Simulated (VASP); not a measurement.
# BN (F-43m) in VASP: a series of runs

Runs on BN. Level: LDA. Tasks: vibrations by perturbation theory, elastic constants.

Everything below comes from runs of VASP 6.6.1. Logs are shortened: lines on timing, memory, paths and dates and some standing lists are left out, and cuts for length are marked.

## (1) The cell of the first run

Symmetry: F-43m, No. 216, cubic system. Conventional cell: a = 3.682 Å, b = 3.682 Å, c = 3.682 Å, α = 90.00°, β = 90.00°, γ = 90.00°. Within 2.1 Å of B (site symmetry -43m) lie 4 N at 1.59 Å. N (site symmetry -43m) has 4 B at 1.59 Å within 2.1 Å.

## (2) Vibrations by perturbation theory, LDA

INCAR reads:

```
SYSTEM = BN
ALGO = Normal ; EDIFF = 1E-8
ENCUT = 520 ; GGA = CA
IBRION = 8 ; ISIF = 2
ISMEAR = 0 ; LASPH = .TRUE.
LCHARG = .FALSE. ; LEPSILON = .TRUE.
LREAL = .FALSE. ; LWAVE = .FALSE.
NBANDS = 11 ; NELM = 60
NSW = 1 ; PREC = Accurate
SIGMA = 0.01
```

KPOINTS reads:

```
k-points
0
G
  10 10 10
  0 0 0
```

POSCAR reads:

```
BN
1.0
    0.0000000000      1.8410000000      1.8410000000
    1.8410000000      0.0000000000      1.8410000000
    1.8410000000      1.8410000000      0.0000000000
B N
1 1
Direct
    0.0000000000      0.0000000000      0.0000000000
    0.2500000000      0.2500000000      0.2500000000
```

Potentials or basis: VASP PAW LDA potentials, release 64 (B, N).

Launch:

```
> cat potpaw_LDA.64/B/POTCAR potpaw_LDA.64/N/POTCAR > POTCAR
> mpirun -np 1 vasp_std > vasp.out
```

OUTCAR:

```text
SYSTEM = BN
   EDIFF = 1E-8
   ENCUT = 520
   GGA = CA
   IBRION = 8
   ISIF = 2
   ISMEAR = 0
   LASPH = .TRUE.
   LEPSILON = .TRUE.
   LREAL = .FALSE.
   NELM = 60
   NSW = 1
   PREC = Accurate

 ion  position               nearest neighbor table
   1  0.000  0.000  0.000-   2 1.59   2 1.59   2 1.59   2 1.59
   2  0.250  0.250  0.250-   1 1.59   1 1.59   1 1.59   1 1.59

  LATTYP: Found a face centered cubic cell.
 ALAT       =     3.6820000000

  Lattice vectors:

 A1 = (   0.0000000000,   1.8410000000,   1.8410000000)
 A2 = (   1.8410000000,   0.0000000000,   1.8410000000)
 A3 = (   1.8410000000,   1.8410000000,   0.0000000000)

Analysis of symmetry for initial positions (statically):
=====================================================================
 Subroutine PRICEL returns:
 Original cell was already a primitive cell.

 Routine SETGRP: Setting up the symmetry group for a
 face centered cubic supercell.

 Subroutine GETGRP returns: Found 24 space group operations
 (whereof 24 operations were pure point group operations)
 out of a pool of 48 trial point group operations.

The static configuration has the point symmetry T_d .

Analysis of symmetry for dynamics (positions and initial velocities):
=====================================================================
 Subroutine PRICEL returns:
 Original cell was already a primitive cell.

 Routine SETGRP: Setting up the symmetry group for a
 face centered cubic supercell.

 Subroutine GETGRP returns: Found 24 space group operations
 (whereof 24 operations were pure point group operations)
 out of a pool of 48 trial point group operations.

The dynamic configuration has the point symmetry T_d .

 Subroutine INISYM returns: Found 24 space group operations
 (whereof 24 operations are pure point group operations),
 and found     1 'primitive' translations

----------------------------------------------------------------------------------------

                                     Primitive cell

  volume of cell :      12.4793

  direct lattice vectors                    reciprocal lattice vectors
     0.000000000  1.841000000  1.841000000    -0.271591526  0.271591526  0.271591526
     1.841000000  0.000000000  1.841000000     0.271591526 -0.271591526  0.271591526
     1.841000000  1.841000000  0.000000000     0.271591526  0.271591526 -0.271591526

  length of vectors
     2.603567168  2.603567168  2.603567168     0.470410323  0.470410323  0.470410323

  position of ions in fractional coordinates (direct lattice)
     0.000000000  0.000000000  0.000000000
     0.250000000  0.250000000  0.250000000

  ion indices of the primitive-cell ions
   primitive index   ion index
                 1           1
                 2           2

----------------------------------------------------------------------------------------

 KPOINTS: k-points

Automatic generation of k-mesh.
 Grid dimensions read from file:
 generate k-points for:   10   10   10

 Generating k-lattice:

  Cartesian coordinates                     Fractional coordinates (reciprocal lattice)
    -0.027159153  0.027159153  0.027159153     0.100000000  0.000000000  0.000000000
     0.027159153 -0.027159153  0.027159153     0.000000000  0.100000000  0.000000000
     0.027159153  0.027159153 -0.027159153     0.000000000  0.000000000  0.100000000

  Length of vectors
     0.047041032  0.047041032  0.047041032

  Shift w.r.t. Gamma in fractional coordinates (k-lattice)
     0.000000000  0.000000000  0.000000000

 Subroutine IBZKPT returns following result:
 ===========================================

 Found     47 irreducible k-points:

 Following reciprocal coordinates:
[... 441 lines left out ...]
  energy-cutoff  :      520.00
  volume of cell :       12.48
      direct lattice vectors                 reciprocal lattice vectors
     0.000000000  1.841000000  1.841000000    -0.271591526  0.271591526  0.271591526
     1.841000000  0.000000000  1.841000000     0.271591526 -0.271591526  0.271591526
     1.841000000  1.841000000  0.000000000     0.271591526  0.271591526 -0.271591526

 POSITION                                       TOTAL-FORCE (eV/Angst)
 -----------------------------------------------------------------------------------
      0.00000      0.00000      0.00000         0.000000      0.000000      0.000000
      0.92050      0.92050      0.92050        -0.000000     -0.000000     -0.000000
 -----------------------------------------------------------------------------------
    total drift:                               -0.000000     -0.000000     -0.000000

  FREE ENERGIE OF THE ION-ELECTRON SYSTEM (eV)
  ---------------------------------------------------
  free  energy   TOTEN  =       -19.3238057171 eV

  energy  without entropy=      -19.3238057171  energy(sigma->0) =      -19.32380572

 HEAD OF MICROSCOPIC STATIC DIELECTRIC TENSOR (INDEPENDENT PARTICLE, excluding Hartree and local field effects)
 ------------------------------------------------------
           4.813466    -0.000000     0.000000
           0.000000     4.813466     0.000000
          -0.000000     0.000000     4.813466
 ------------------------------------------------------

 Free energy of the ion-electron system (eV)
  ---------------------------------------------------
  ---------------------------------------------------
  free energy    TOTEN  =        -0.13400701 eV

  energy without entropy =       -0.13400701

------------------------ aborting loop because EDIFF is reached ----------------------------------------

--------------------------------------- Ionic step        2  -------------------------------------------

------------------------ aborting loop because EDIFF is reached ----------------------------------------

--------------------------------------- Ionic step        3  -------------------------------------------

------------------------ aborting loop because EDIFF is reached ----------------------------------------

 PIEZOELECTRIC TENSOR FIELD DIRECTION 3  (e Angst)
 -----------------------------------------------------------------------------
    -0.00031 -0.79931  0.00000           ( -0.00000 -0.01166  0.00000)
    -0.79931 -0.00031  0.00000           ( -0.01166 -0.00000  0.00000)
     0.00000  0.00000  0.00021           (  0.00000  0.00000 -0.00000)

 PIEZOELECTRIC TENSOR FIELD DIRECTION 3  (C/m^2)
 -----------------------------------------------------------------------------
    -0.00039 -1.02620  0.00000
    -1.02620 -0.00039  0.00000
     0.00000  0.00000  0.00027

--------------------------------------- Ionic step        4  -------------------------------------------

------------------------ aborting loop because EDIFF is reached ----------------------------------------

[... ionic steps 5 to 6 ...]

--------------------------------------- Ionic step        7  -------------------------------------------

 Free energy of the ion-electron system (eV)
  ---------------------------------------------------
  ---------------------------------------------------
  free energy    TOTEN  =        -0.22550040 eV

  energy without entropy =       -0.22550040

------------------------ aborting loop because EDIFF is reached ----------------------------------------

 INTERNAL STRAIN TENSOR  FOR ION    2  DIRECTION 1   (eV/Angst):
 -----------------------------------------------------------------------------
    -0.02359  0.00000  0.00000
     0.00000  0.01319  1.06209
     0.00000  1.06209  0.01319

 MACROSCOPIC STATIC DIELECTRIC TENSOR (including local field effects in DFT)
 ------------------------------------------------------
           4.650866     0.000000    -0.000000
           0.000000     4.650866     0.000000
          -0.000000     0.000000     4.650866
 ------------------------------------------------------

 PIEZOELECTRIC TENSOR (including local field effects)  for field in x, y, z        (e  Angst)
          XX          YY          ZZ          XY          YZ          ZX
  --------------------------------------------------------------------------------
  x    -0.00000     0.00000    -0.00000     0.00000    -0.79975     0.00000
  y     0.00000    -0.00000     0.00000     0.00000     0.00000    -0.79975
  z    -0.00000     0.00000     0.00000    -0.79975     0.00000     0.00000

 PIEZOELECTRIC TENSOR (including local field effects)  for field in x, y, z        (C/m^2)
          XX          YY          ZZ          XY          YZ          ZX
  --------------------------------------------------------------------------------
  x    -0.00000     0.00000    -0.00000     0.00000    -1.02677     0.00000
  y     0.00000    -0.00000     0.00000     0.00000     0.00000    -1.02677
  z    -0.00000     0.00000     0.00000    -1.02677     0.00000     0.00000

 BORN EFFECTIVE CHARGES (including local field effects) (in |e|, cummulative output)
 ---------------------------------------------------------------------------------
 ion    1
    1     1.91271     0.00000    -0.00000
    2    -0.00000     1.91271    -0.00000
    3    -0.00000     0.00000     1.91271
 ion    2
    1    -1.91271    -0.00000     0.00000
    2     0.00000    -1.91271     0.00000
    3     0.00000    -0.00000    -1.91271

 INTERNAL STRAIN TENSOR FOR ION    2 for displacements in x,y,z  (eV/Angst):
          X           Y           Z          XY          YZ          ZX
  --------------------------------------------------------------------------------
  x    -0.00000     0.00000     0.00000     0.00000     1.06209     0.00000
  y     0.00000    -0.00000     0.00000     0.00000     0.00000     1.06209
  z     0.00000     0.00000    -0.00000     1.06209     0.00000     0.00000

 SECOND DERIVATIVES (NOT SYMMETRIZED)
 ------------------------------------
               1X          1Y          1Z          2X          2Y          2Z
  1X   -20.853411    0.000000    0.000000   20.853411    0.000000    0.000000
  1Y     0.000000  -20.853411    0.000000    0.000000   20.853411    0.000000
  1Z     0.000000    0.000000  -20.853411    0.000000    0.000000   20.853411
  2X    20.861197    0.000000    0.000000  -20.861197    0.000000    0.000000
  2Y     0.000000   20.861197    0.000000    0.000000  -20.861197    0.000000
  2Z     0.000000    0.000000   20.861197    0.000000    0.000000  -20.861197

 Eigenvectors and eigenvalues of the dynamical matrix
 ----------------------------------------------------

   1 f  =   28.906335 THz   181.623857 2PiTHz  964.211537 cm-1   119.546941 meV
             X         Y         Z           dx          dy          dz
      0.000000  0.000000  0.000000     0.000000    0.751127    0.000000
      0.920500  0.920500  0.920500     0.000000   -0.660158    0.000000
[... 21 lines left out ...]
   6 f/i=    0.002675 THz     0.016808 2PiTHz    0.089233 cm-1     0.011064 meV
             X         Y         Z           dx          dy          dz
      0.000000  0.000000  0.000000     0.000000    0.000000   -0.660158
      0.920500  0.920500  0.920500     0.000000    0.000000   -0.751127

--------------------------------------------------------------------------------------------------------

 MACROSCOPIC STATIC DIELECTRIC TENSOR IONIC CONTRIBUTION
 ------------------------------------------------------
           2.543402     0.000000    -0.000000
           0.000000     2.543402    -0.000000
          -0.000000    -0.000000     2.543402
 ------------------------------------------------------

 ELASTIC MODULI CONTR FROM IONIC RELAXATION (kBar)
 Direction    XX          YY          ZZ          XY          YZ          ZX
 --------------------------------------------------------------------------------
 XX          -0.0000      0.0000      0.0000     -0.0000      0.0000     -0.0000
 YY           0.0000     -0.0000      0.0000     -0.0000     -0.0000      0.0000
 ZZ           0.0000      0.0000     -0.0000      0.0000     -0.0000     -0.0000
 XY          -0.0000     -0.0000      0.0000     -8.1541      0.0000      0.0000
 YZ           0.0000     -0.0000     -0.0000      0.0000     -8.1541      0.0000
 ZX          -0.0000      0.0000     -0.0000      0.0000      0.0000     -8.1541
 --------------------------------------------------------------------------------

 PIEZOELECTRIC TENSOR IONIC CONTR  for field in x, y, z        (C/m^2)
          XX          YY          ZZ          XY          YZ          ZX
  --------------------------------------------------------------------------------
  x     0.00000    -0.00000    -0.00000     0.00000    -0.13551    -0.00000
  y    -0.00000     0.00000    -0.00000     0.00000     0.00000    -0.13551
  z    -0.00000    -0.00000     0.00000    -0.13551     0.00000    -0.00000
```

Run time: 53 s. Hardware: 1 thread of Intel Xeon 6975P-C (Granite Rapids), shared host; peak memory 0.16 GiB.

Results:

```yaml
Electronic_dielectric_tensor_diagonal: 4.65
Born_charges_mean_of_the_diagonal: B +1.91; N -1.91 e
Highest_phonon_frequency_at_Γ_LO-TO_splitting_left_out: 964 cm⁻¹
```

Phonon frequencies in cm⁻¹ (negative: imaginary):
| q point | frequencies |
| --- | --- |
| (0.000, 0.000, 0.000) | 0 0 0 964 964 964 |

Electronic dielectric tensor:
```
4.65 0.00 0.00
0.00 4.65 0.00
0.00 0.00 4.65
```

Born effective charge tensors (e):
atom 1, B
```
1.91 0.00 0.00
0.00 1.91 0.00
0.00 0.00 1.91
```
atom 2, N
```
-1.91  0.00  0.00
 0.00 -1.91  0.00
 0.00  0.00 -1.91
```

Caveat: the cell wasn't relaxed at this level first, which shifts response properties.

## (3) Vibrations by perturbation theory, LDA

This run uses another cell than the first one, of 4.69 Å³/atom, 0.751 times its volume.

INCAR reads:

```
SYSTEM = BN
PREC     = Accurate       ! precision mode
ENCUT    = 520            ! plane-wave cutoff, eV
EDIFF    = 1E-8           ! SCF threshold, eV
ISMEAR   = 0              ! smearing method
SIGMA    = 0.01           ! smearing width, eV
LREAL    = .False.        ! projectors in reciprocal space
LASPH    = .True.         ! aspherical terms in the spheres
NELM     = 80             ! most SCF steps
ALGO     = Normal         ! electronic algorithm
ISIF     = 2              ! what is computed and relaxed
LWAVE    = .False.        ! write WAVECAR
LCHARG   = .False.        ! write CHGCAR
NBANDS   = 11             ! bands
IBRION   = 8              ! ionic algorithm
NSW      = 1              ! ionic steps
LEPSILON = .True.         ! dielectric tensor by DFPT
```

KPOINTS reads:

```
regular mesh
0
Gamma
  12 12 12
  0 0 0
```

POSCAR reads:

```
BN
1.0
    0.0000000000      1.6737000000      1.6737000000
    1.6737000000      0.0000000000      1.6737000000
    1.6737000000      1.6737000000      0.0000000000
B N
1 1
Direct
    0.0000000000      0.0000000000      0.0000000000
    0.2500000000      0.2500000000      0.2500000000
```

Potentials or basis: VASP PAW LDA potentials, release 64 (B, N).

Launch:

```
> cat potpaw_LDA.64/B/POTCAR potpaw_LDA.64/N/POTCAR > POTCAR
> mpirun -np 1 vasp_std > vasp.out
```

OUTCAR:

```text
SYSTEM = BN
   PREC = Accurate
   ENCUT = 520
   EDIFF = 1E-8
   ISMEAR = 0
   LREAL = .False.
   LASPH = .True.
   NELM = 80
   ISIF = 2
   IBRION = 8
   NSW = 1
   LEPSILON = .True.

 ion  position               nearest neighbor table
   1  0.000  0.000  0.000-   2 1.45   2 1.45   2 1.45   2 1.45
   2  0.250  0.250  0.250-   1 1.45   1 1.45   1 1.45   1 1.45

  LATTYP: Found a face centered cubic cell.
 ALAT       =     3.3474000000

[... 664 lines left out ...]
      0.836850  0.836850  0.836850    -0.660113    0.000000    0.000000
[... 21 lines left out ...]
   6 f/i=    0.001327 THz     0.008339 2PiTHz    0.044270 cm-1     0.005489 meV
             X         Y         Z           dx          dy          dz
      0.000000  0.000000  0.000000    -0.242490    0.495721    0.362227
      0.836850  0.836850  0.836850    -0.275939    0.564099    0.412191

--------------------------------------------------------------------------------------------------------

 MACROSCOPIC STATIC DIELECTRIC TENSOR IONIC CONTRIBUTION
 ------------------------------------------------------
           1.473730    -0.000000    -0.000000
          -0.000000     1.473730    -0.000000
          -0.000000    -0.000000     1.473730
 ------------------------------------------------------

 ELASTIC MODULI CONTR FROM IONIC RELAXATION (kBar)
 Direction    XX          YY          ZZ          XY          YZ          ZX
 --------------------------------------------------------------------------------
 XX          -0.0000     -0.0000      0.0000      0.0000     -0.0000      0.0000
 YY          -0.0000     -0.0000     -0.0000      0.0000      0.0000      0.0000
 ZZ           0.0000     -0.0000     -0.0000     -0.0000      0.0000      0.0000
 XY           0.0000      0.0000     -0.0000   -965.4898      0.0000      0.0000
 YZ          -0.0000      0.0000      0.0000      0.0000   -965.4898      0.0000
 ZX           0.0000      0.0000      0.0000      0.0000      0.0000   -965.4898
 --------------------------------------------------------------------------------

 PIEZOELECTRIC TENSOR IONIC CONTR  for field in x, y, z        (C/m^2)
          XX          YY          ZZ          XY          YZ          ZX
  --------------------------------------------------------------------------------
  x     0.00000    -0.00000    -0.00000    -0.00000     1.12242    -0.00000
  y    -0.00000    -0.00000    -0.00000    -0.00000    -0.00000     1.12242
  z    -0.00000    -0.00000     0.00000     1.12242    -0.00000    -0.00000
```

OSZICAR:

```text
N       E                     dE             d eps       ncg     rms          rms(c)
DAV:   1     0.833104671246E+01    0.83310E+01   -0.52293E+03  1648   0.743E+02
DAV:   2    -0.200163319360E+02   -0.28347E+02   -0.27557E+02  1831   0.163E+02
DAV:   3    -0.203895684985E+02   -0.37324E+00   -0.37280E+00  1892   0.151E+01
DAV:   4    -0.203898224226E+02   -0.25392E-03   -0.25392E-03  1704   0.498E-01
[... 124 lines left out ...]
RMM:   6    -0.231353729683E+00   -0.14771E-04    0.12687E-06 10250   0.109E-03    0.406E-04
RMM:   7    -0.231352163973E+00    0.15657E-05    0.75512E-07 10639   0.336E-04    0.478E-05
RMM:   8    -0.231352052336E+00    0.11164E-06    0.19146E-08 10639   0.187E-05    0.177E-05
RMM:   9    -0.231351984264E+00    0.68072E-07   -0.15291E-08 10924   0.134E-05    0.768E-07
RMM:  10    -0.231351980657E+00    0.36068E-08   -0.16740E-10  7459   0.411E-06    0.355E-07
 Linear response finished
```

stdout:

```text
POSCAR found type information on POSCAR B N
 POSCAR found :  2 types and       2 ions
 scaLAPACK will be used
 LDA part: xc-table for (Slater(with rela. corr.)+CA(PZ))
 , standard interpolation
 POSCAR, INCAR and KPOINTS ok, starting setup
 FFT: planning ... GRIDC
 FFT: planning ... GRID_SOFT
 FFT: planning ... GRID
[... 24 lines left out ...]
 Linear response to external field, progress :
  Direction:   3
 dielectric tensor                  component  3 :     0.373     0.636     4.433
 Linear response DOF=           2
 Linear response progress:
 first order change of Fermi-energy   0.14194E+01
 force on displaced ion       1 direction 1 : -41.223  -0.000  -0.000
 Born effective charge ion    1 direction 1 :   1.775   0.000   0.000
 Linear response progress:
 first order change of Fermi-energy  -0.14192E+01
 force on displaced ion       2 direction 1 : -41.228   0.000   0.000
 Born effective charge ion    2 direction 1 :  -1.774   0.000   0.000
 Born effective charges drift removed
 Linear response finished
```

Run time: 72 s. Hardware: 1 thread of Intel Xeon 6975P-C (Granite Rapids), shared host; peak memory 0.17 GiB.

Results:

| Quantity | Value |
| --- | --- |
| Electronic dielectric tensor (diagonal) | 4.43 |
| Born charges (mean of the diagonal) | B +1.77; N -1.77 e |
| Highest phonon frequency at Γ, LO-TO splitting left out | 1356 cm⁻¹ |

Phonon frequencies in cm⁻¹ (negative: imaginary):
```csv
q point,frequencies
"(0.000, 0.000, 0.000)",0 0 0 1356 1356 1356
```

Electronic dielectric tensor:
```
4.43 0.00 0.00
0.00 4.43 0.00
0.00 0.00 4.43
```

Born effective charge tensors (e):
atom 1, B
```
1.77 0.00 0.00
0.00 1.77 0.00
0.00 0.00 1.77
```
atom 2, N
```
-1.77  0.00  0.00
 0.00 -1.77  0.00
 0.00  0.00 -1.77
```

Caveat: the cell wasn't relaxed at this level first, which shifts response properties.

(Continued in part 2 of 2.)
